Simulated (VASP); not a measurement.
# Ti (Im-3m) in VASP: further runs, part 2 of 2

VASP 6.6.1. Earlier steps stand in the parts before.

**3. Single point, PBEsol (volume scaled by 1.01)**

INCAR

```
PREC = Accurate
ENCUT = 520
EDIFF = 1E-6
ISMEAR = -1
SIGMA = 0.05
LREAL = F
LASPH = T
NELM = 60
ALGO = Normal
ISIF = 2
LWAVE = F
LCHARG = F
GGA = PS
NBANDS = 12
```

KPOINTS

```
regular mesh
0
Gamma
  14 14 14
```

POSCAR

```
Ti
1.0
   -1.6464518673      1.6464518673      1.6464518673
    1.6464518673     -1.6464518673      1.6464518673
    1.6464518673      1.6464518673     -1.6464518673
Ti
1
Direct
    0.0000000000      0.0000000000      0.0000000000
```

Potentials or basis: VASP PAW PBE potentials, release 64 (Ti_sv).

On the command line:

```console
$ cat potpaw_PBE.64/Ti_sv/POTCAR > POTCAR
$ mpirun -np 1 vasp_std > vasp.out
```

OUTCAR:

```text
PREC = Accurate
   ENCUT = 520
   EDIFF = 1E-6
   ISMEAR = -1
   LREAL = F
   LASPH = T
   NELM = 60
   ISIF = 2
   GGA = PS

 ion  position               nearest neighbor table
   1  0.000  0.000  0.000-

  LATTYP: Found a body centered cubic cell.
 ALAT       =     3.2929037346

  Lattice vectors:

 A1 = (  -1.6464518673,   1.6464518673,   1.6464518673)
 A2 = (   1.6464518673,  -1.6464518673,   1.6464518673)
 A3 = (   1.6464518673,   1.6464518673,  -1.6464518673)

Analysis of symmetry for initial positions (statically):
=====================================================================
 Subroutine PRICEL returns:
 Original cell was already a primitive cell.

 Routine SETGRP: Setting up the symmetry group for a
 body centered cubic supercell.

 Subroutine GETGRP returns: Found 48 space group operations
 (whereof 48 operations were pure point group operations)
 out of a pool of 48 trial point group operations.

The static configuration has the point symmetry O_h .

Analysis of symmetry for dynamics (positions and initial velocities):
=====================================================================
 Subroutine PRICEL returns:
[... 160 lines left out ...]
 Fermi energy:         7.6668516897

 k-point     1 :       0.0000    0.0000    0.0000
  band No.  band energies     occupation
      1     -48.6790      2.00000
      2     -24.6601      2.00000
      3     -24.6601      2.00000
      4     -24.6601      2.00000
      5       1.7842      2.00000
      6       8.6329      0.00000
      7       8.6329      0.00000
      8       8.6329      0.00000
      9      10.3453      0.00000
     10      10.3453      0.00000
     11      24.9016      0.00000
     12      24.9016      0.00000
[... 331 lines left out ...]
 k-point    24 :       0.3571    0.2857    0.0000
  band No.  band energies     occupation
      1     -48.5451      2.00000
      2     -25.1341      2.00000
      3     -25.0374      2.00000
      4     -24.7360      2.00000
      5       6.6000      2.00000
      6       7.1506      1.99993
      7       7.3189      1.99810
      8      10.4408      0.00000
      9      10.6649      0.00000
     10      14.6028      0.00000
     11      15.8830      0.00000
     12      16.8892      0.00000

 [... further k-points ...]
[... 5 lines left out ...]
  --------------------------------------------------------------------------------------
  -------------------------------------------------------------------------------------
  Total       -0.8574147     -0.8574147     -0.8574147      0.0000000     -0.0000000      0.0000000
  in kB      -76.9474829    -76.9474829    -76.9474829      0.0000000     -0.0000000      0.0000000
  external PRESSURE =     -76.9474829 kB  Pullay stress =       0.0000000 kB

 VOLUME and BASIS-vectors are now :
 -----------------------------------------------------------------------------
  energy-cutoff  :      520.00
  volume of cell :       17.85
      direct lattice vectors                 reciprocal lattice vectors
    -1.646451867  1.646451867  1.646451867     0.000000000  0.303683339  0.303683339
     1.646451867 -1.646451867  1.646451867     0.303683339  0.000000000  0.303683339
     1.646451867  1.646451867 -1.646451867     0.303683339  0.303683339  0.000000000

 POSITION                                       TOTAL-FORCE (eV/Angst)
 -----------------------------------------------------------------------------------
      0.00000      0.00000      0.00000         0.000000     -0.000000      0.000000
 -----------------------------------------------------------------------------------
    total drift:                               -0.000000      0.000000      0.000000

  FREE ENERGIE OF THE ION-ELECTRON SYSTEM (eV)
  ---------------------------------------------------
  free  energy   TOTEN  =        -8.2098825852 eV

  energy  without entropy=       -8.1889063302  energy(sigma->0) =       -8.19939446
```

OSZICAR:

```text
N       E                     dE             d eps       ncg     rms          rms(c)
DAV:   1     0.890951284905E+02    0.89095E+02   -0.65968E+03  2504   0.121E+03
DAV:   2    -0.488420033330E+01   -0.93979E+02   -0.91471E+02  2544   0.300E+02
DAV:   3    -0.935021735705E+01   -0.44660E+01   -0.44022E+01  3484   0.658E+01
DAV:   4    -0.944491320989E+01   -0.94696E-01   -0.94582E-01  2776   0.859E+00
DAV:   5    -0.944724150673E+01   -0.23283E-02   -0.23283E-02  3008   0.121E+00    0.847E+00
DAV:   6    -0.820713581932E+01    0.12401E+01   -0.30549E+00  2696   0.241E+01    0.198E+00
DAV:   7    -0.820226404461E+01    0.48718E-02   -0.73032E-02  2892   0.268E+00    0.122E+00
DAV:   8    -0.820946444511E+01   -0.72004E-02   -0.34960E-02  2684   0.218E+00    0.100E-01
DAV:   9    -0.820984613434E+01   -0.38169E-03   -0.17908E-03  2984   0.410E-01    0.675E-02
DAV:  10    -0.820989112309E+01   -0.44989E-04   -0.28225E-04  2708   0.168E-01    0.187E-02
DAV:  11    -0.820988261072E+01    0.85124E-05   -0.35499E-05  2824   0.857E-02    0.981E-03
DAV:  12    -0.820988258519E+01    0.25537E-07   -0.22776E-06  2928   0.159E-02
   1 F= -.82098826E+01 E0= -.81993945E+01  d E =-.209763E-01
```

stdout:

```text
POSCAR found type information on POSCAR Ti
 POSCAR found :  1 types and       1 ions
 scaLAPACK will be used
 -----------------------------------------------------------------------------
|                                                                             |
|                                                                             |
|     You enforced a specific xc type in the INCAR file but a different       |
|     I HOPE YOU KNOW WHAT YOU ARE DOING!                                     |
|                                                                             |
 -----------------------------------------------------------------------------

 LDA part: xc-table for (Slater+PW92), standard interpolation
 POSCAR, INCAR and KPOINTS ok, starting setup
 FFT: planning ... GRIDC
 FFT: planning ... GRID_SOFT
 FFT: planning ... GRID
 WAVECAR not read
 entering main loop
```

Run time: 30 s. Hardware: 1 thread of Intel Xeon 8259CL, shared host; peak memory 0.15 GiB.

Results:

```
Free energy            : -8.2099 eV
Pressure               : -7.7 GPa
Band gap on the k mesh : zero (band 6 reaches 8.63 eV, above the bottom of band 7 at 7.02 eV)
```

Caveat: the PAW data sets were made with another functional, which shifts forces and pressure a little.

**4. Single point, PBEsol (volume scaled by 0.99)**

INCAR

```
PREC = Accurate
ENCUT = 520
EDIFF = 1E-6
ISMEAR = -1
SIGMA = 0.05
LREAL = False
LASPH = True
NELM = 100
ALGO = Normal
ISIF = 2
LWAVE = False
LCHARG = True
GGA = PS
LELF = True
LVHAR = True
NBANDS = 12
```

KPOINTS is that of step 3.

POSCAR

```
Ti
1.0
   -1.6355116647      1.6355116647      1.6355116647
    1.6355116647     -1.6355116647      1.6355116647
    1.6355116647      1.6355116647     -1.6355116647
Ti
1
Direct
    0.0000000000      0.0000000000      0.0000000000
```

Potentials or basis: VASP PAW PBE potentials, release 64 (Ti_sv).

On the command line:

```console
$ cat potpaw_PBE.64/Ti_sv/POTCAR > POTCAR
$ mpirun -np 1 vasp_std > vasp.out
```

OUTCAR:

```text
PREC = Accurate
   ENCUT = 520
   EDIFF = 1E-6
   ISMEAR = -1
   LREAL = False
   LASPH = True
   NELM = 100
   ISIF = 2
   GGA = PS

 ion  position               nearest neighbor table
   1  0.000  0.000  0.000-

  LATTYP: Found a body centered cubic cell.
 ALAT       =     3.2710233294

  Lattice vectors:

 A1 = (  -1.6355116647,   1.6355116647,   1.6355116647)
 A2 = (   1.6355116647,  -1.6355116647,   1.6355116647)
 A3 = (   1.6355116647,   1.6355116647,  -1.6355116647)

Analysis of symmetry for initial positions (statically):
=====================================================================
 Subroutine PRICEL returns:
 Original cell was already a primitive cell.

 Routine SETGRP: Setting up the symmetry group for a
 body centered cubic supercell.

 Subroutine GETGRP returns: Found 48 space group operations
 (whereof 48 operations were pure point group operations)
 out of a pool of 48 trial point group operations.

The static configuration has the point symmetry O_h .

Analysis of symmetry for dynamics (positions and initial velocities):
=====================================================================
 Subroutine PRICEL returns:
 Original cell was already a primitive cell.

 Routine SETGRP: Setting up the symmetry group for a
 body centered cubic supercell.

 Subroutine GETGRP returns: Found 48 space group operations
 (whereof 48 operations were pure point group operations)
 out of a pool of 48 trial point group operations.

The dynamic configuration has the point symmetry O_h .

 Subroutine INISYM returns: Found 48 space group operations
 (whereof 48 operations are pure point group operations),
 and found     1 'primitive' translations

----------------------------------------------------------------------------------------

                                     Primitive cell

  volume of cell :      17.4993

  direct lattice vectors                    reciprocal lattice vectors
    -1.635511665  1.635511665  1.635511665     0.000000000  0.305714726  0.305714726
     1.635511665 -1.635511665  1.635511665     0.305714726  0.000000000  0.305714726
     1.635511665  1.635511665 -1.635511665     0.305714726  0.305714726  0.000000000

  length of vectors
     2.832789300  2.832789300  2.832789300     0.432345911  0.432345911  0.432345911

  position of ions in fractional coordinates (direct lattice)
     0.000000000  0.000000000  0.000000000

  ion indices of the primitive-cell ions
   primitive index   ion index
                 1           1

----------------------------------------------------------------------------------------

 KPOINTS: regular mesh

Automatic generation of k-mesh.
 Grid dimensions read from file:
 generate k-points for:   14   14   14

 Generating k-lattice:

  Cartesian coordinates                     Fractional coordinates (reciprocal lattice)
     0.000000000  0.021836766  0.021836766     0.071428571  0.000000000  0.000000000
     0.021836766  0.000000000  0.021836766     0.000000000  0.071428571  0.000000000
     0.021836766  0.021836766  0.000000000     0.000000000  0.000000000  0.071428571

  Length of vectors
     0.030881851  0.030881851  0.030881851

  Shift w.r.t. Gamma in fractional coordinates (k-lattice)
     0.000000000  0.000000000  0.000000000

 Subroutine IBZKPT returns following result:
 ===========================================

 Found    104 irreducible k-points:

 Following reciprocal coordinates:
            Coordinates               Weight
  0.000000  0.000000  0.000000      1.000000
  0.071429  0.000000  0.000000     12.000000
  0.142857  0.000000  0.000000     12.000000
  0.214286  0.000000  0.000000     12.000000
  0.285714  0.000000  0.000000     12.000000
  0.357143  0.000000  0.000000     12.000000
[... 16 lines left out ...]
  0.285714  0.285714  0.000000     24.000000
  0.357143  0.285714  0.000000     24.000000
 [... further k-points ...]
   k-points           NKPTS =    104   k-points in BZ     NKDIM =    104   number of bands    NBANDS=     12
   number of dos      NEDOS =    301   number of ions     NIONS =      1
   total plane-waves  NPLWV =  13824
   dimension x,y,z NGX =    24 NGY =   24 NGZ =   24
   dimension x,y,z NGXF=    48 NGYF=   48 NGZF=   48
   ions per type =               1
   NGX,Y,Z   is equivalent  to a cutoff of  14.08, 14.08, 14.08 a.u.
   NGXF,Y,Z  is equivalent  to a cutoff of  28.17, 28.17, 28.17 a.u.
 SYSTEM =  unknown system
   PREC   = accura    normal or accurate (medium, high low for compatibility)
   ISTART =      0    job   : 0-new  1-cont  2-samecut
   ICHARG =      2    charge: 1-file 2-atom 10-const
   ISPIN  =      1    spin polarized calculation?
   LNONCOLLINEAR =      F non collinear calculations
   LSORBIT =      F    spin-orbit coupling
   LASPH  =      T    aspherical Exc in radial PAW
   ENCUT  =  520.0 eV  38.22 Ry    6.18 a.u.   5.27  5.27  5.27*2*pi/ulx,y,z
   NELM   =    100;   NELMIN=  2; NELMDL= -5     # of ELM steps
   EDIFF  = 0.1E-05   stopping-criterion for ELM
   LREAL  =      F    real-space projection
   EDIFFG = 0.1E-04   stopping-criterion for IOM
   NSW    =      0    number of steps for IOM
   IBRION =     -1    ionic relax: 0-MD 1-quasi-New 2-CG
   NFREE  =      0    steps in history (QN), initial steepest desc. (CG)
   ISIF   =      2    stress and relaxation
   ISYM   =      2    0-nonsym 1-usesym 2-fastsym
   POTIM  = 0.5000    time-step for ionic-motion
   TEBEG  =    0.0;   TEEND  =   0.0 temperature during run
   PSTRESS=    0.0 pullay stress
   NELECT =      12.0000    total number of electrons
   NUPDOWN=      -1.0000    fix difference up-down
   EMIN   =  10.00;   EMAX   =-10.00  energy-range for DOS
   EFERMI =   0.00;   METHOD = LEGACY
   ISMEAR =    -1;   SIGMA  =   0.05  broadening in eV -4-tet -1-fermi 0-gaus
   EFERMI_NEDOS =   21; number of points for ismear=-14 and -15
   IALGO  =     38    algorithm
   IMIX   =      4    mixing-type and parameters
     AMIX     =   0.40;   BMIX     =  1.00
     AMIX_MAG =   1.60;   BMIX_MAG =  1.00
  volume/ion in A,a.u.               =      17.50       118.09
  Fermi-wavevector in a.u.,A,eV,Ry     =   1.443649  2.728101 28.356206  2.084122
  Thomas-Fermi vector in A             =   2.562033
   LORBIT       =      0    0 simple, 1 ext, 2 COOP (PROOUT), +10 PAW based schemes
   GGA     = PS    functional components
   LHFCALC =     F    Hartree Fock is set to
   AEXX    =    0.0000 exact exchange contribution
   IVDW    =     0    specifies the selected vdW correction
   LEPSILON=     F    determine dielectric tensor
   LRPA    =     F    only Hartree local field effects (RPA)
 non-spin polarized calculation
  energy-cutoff  :      520.00
  volume of cell :       17.50
 maximum number of plane-waves:       484
 NGX is ok and might be reduce to    24
   NGX = 11   NGY = 11   NGZ = 11

 number of electron      11.9999999 magnetization

 Free energy of the ion-electron system (eV)
  ---------------------------------------------------
  ext. energy  EPLUGINS =         0.00000000
  ---------------------------------------------------
  free energy    TOTEN  =        -8.22480218 eV

  energy without entropy =       -8.20426993  energy(sigma->0) =       -8.21453606

 E-fermi :   7.8693     XC(G=0): -11.5963

 val. band max:        7.8681731604   @ k =   0.5000   0.5000   0.1429
 cond. band min:       7.8697719201   @ k =   0.3571   0.2143   0.0000
 fundamental gap:      0.0015987596
 Fermi energy:         7.8692962404

 k-point     1 :       0.0000    0.0000    0.0000
  band No.  band energies     occupation
      1     -48.4348      2.00000
      2     -24.3938      2.00000
      3     -24.3938      2.00000
      4     -24.3938      2.00000
      5       1.9431      2.00000
      6       8.8550      0.00000
      7       8.8550      0.00000
      8       8.8550      0.00000
      9      10.6106      0.00000
     10      10.6106      0.00000
     11      25.2467      0.00000
     12      25.2467      0.00000
[... 331 lines left out ...]
 k-point    24 :       0.3571    0.2857    0.0000
  band No.  band energies     occupation
      1     -48.2895      2.00000
      2     -24.8997      2.00000
      3     -24.7964      2.00000
      4     -24.4747      2.00000
      5       6.7801      2.00000
      6       7.3424      1.99995
      7       7.5254      1.99794
      8      10.7119      0.00000
      9      10.9433      0.00000
     10      14.9688      0.00000
     11      16.2782      0.00000
     12      17.2987      0.00000

 [... further k-points ...]

------------------------ aborting loop because EDIFF is reached ----------------------------------------

  FORCE on cell =-STRESS in cart. coord.  units (eV):
  Direction    XX          YY          ZZ          XY          YZ          ZX
  --------------------------------------------------------------------------------------
  -------------------------------------------------------------------------------------
  Total       -0.6470874     -0.6470874     -0.6470874     -0.0000000      0.0000000      0.0000000
  in kB      -59.2451247    -59.2451247    -59.2451247     -0.0000000      0.0000000      0.0000000
  external PRESSURE =     -59.2451247 kB  Pullay stress =       0.0000000 kB

 VOLUME and BASIS-vectors are now :
 -----------------------------------------------------------------------------
  energy-cutoff  :      520.00
  volume of cell :       17.50
      direct lattice vectors                 reciprocal lattice vectors
    -1.635511665  1.635511665  1.635511665     0.000000000  0.305714726  0.305714726
     1.635511665 -1.635511665  1.635511665     0.305714726  0.000000000  0.305714726
     1.635511665  1.635511665 -1.635511665     0.305714726  0.305714726  0.000000000

 POSITION                                       TOTAL-FORCE (eV/Angst)
 -----------------------------------------------------------------------------------
      0.00000      0.00000      0.00000        -0.000000      0.000000     -0.000000
 -----------------------------------------------------------------------------------
    total drift:                                0.000000      0.000000      0.000000

  FREE ENERGIE OF THE ION-ELECTRON SYSTEM (eV)
  ---------------------------------------------------
  free  energy   TOTEN  =        -8.2248021797 eV

  energy  without entropy=       -8.2042699322  energy(sigma->0) =       -8.21453606
```

stdout:

```text
POSCAR found type information on POSCAR Ti
 POSCAR found :  1 types and       1 ions
 scaLAPACK will be used
 -----------------------------------------------------------------------------
|                                                                             |
|                                                                             |
|     You enforced a specific xc type in the INCAR file but a different       |
|     I HOPE YOU KNOW WHAT YOU ARE DOING!                                     |
|                                                                             |
 -----------------------------------------------------------------------------

 LDA part: xc-table for (Slater+PW92), standard interpolation
 POSCAR, INCAR and KPOINTS ok, starting setup
 FFT: planning ... GRIDC
 FFT: planning ... GRID_SOFT
 FFT: planning ... GRID
 WAVECAR not read
 entering main loop
```

It took 30 s on 1 thread of Intel Xeon 8259CL, shared host; peak memory 0.15 GiB.

What came out:

- Free energy: -8.2248 eV
- Pressure: -5.9 GPa
- Band gap on the k mesh: zero (band 6 reaches 8.86 eV, above the bottom of band 7 at 7.22 eV)

Caveat: the PAW data sets were made with another functional, which shifts forces and pressure a little.

**5. Summary**

| cell | gap on the mesh (eV) | pressure (GPa) |
| --- | --- | --- |
| a = 2.804 Å, angles 109.5°, 1 atom | none | -3.0 |
| a = 2.852 Å, angles 109.5°, 1 atom | none | -7.7 |
| a = 2.833 Å, angles 109.5°, 1 atom | none | -5.9 |

Alike in all rows: task single point; level PBEsol; potentials or basis VASP PAW PBE potentials, release 64 (Ti_sv); no spin polarisation; k mesh 14 × 14 × 14; cutoff (eV) 520; smearing fermi-dirac 0.05 eV.

Caveats: the PAW data sets were made with another functional, which shifts forces and pressure a little.

Total energies depend on the potentials used, so only differences within one code and one set of settings carry meaning.
